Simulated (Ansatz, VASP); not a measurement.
# TaC: VASP beside Ansatz

```xyz
2
Lattice="0.0000 2.2377 2.2377 2.2377 0.0000 2.2377 2.2377 2.2377 0.0000" Properties=species:S:1:pos:R:3 pbc="T T T"
Ta    0.0000    0.0000    0.0000
C     2.2377    2.2377    2.2377
```

Alike in both runs: functional PBE; k mesh 16 × 16 × 16; occupations gaussian, width 0.1 eV; no spin polarisation.

Ansatz relaxed the structure, and its values are those at the end. VASP's run is a single point on that final structure, the one shown.

```csv
,VASP,Ansatz
version,VASP 6.6.1,Ansatz 0.2.0
potentials or method,"VASP PAW PBE potentials, release 64 (Ta_pv, C), cutoff 600 eV","scalar-relativistic, plane waves, PAW"
valence electrons in the cell,15,17
```

Ansatz gave:

| Property | Result |
| --- | --- |
| gap on the k mesh at the Fermi level (eV) | none |
| pressure (GPa) | 0.0 |

**Question.** Which values does VASP return?

**Answer.** gap on the k mesh at the Fermi level (eV): none; pressure (GPa): 0.6.

A gap of «none» marks a metal or a gap that the smearing closes. VASP's potentials hold 15 valence electrons a cell and Ansatz's 17, so a difference there can come from the potentials and not from the codes.

Spin-orbit coupling is off throughout.
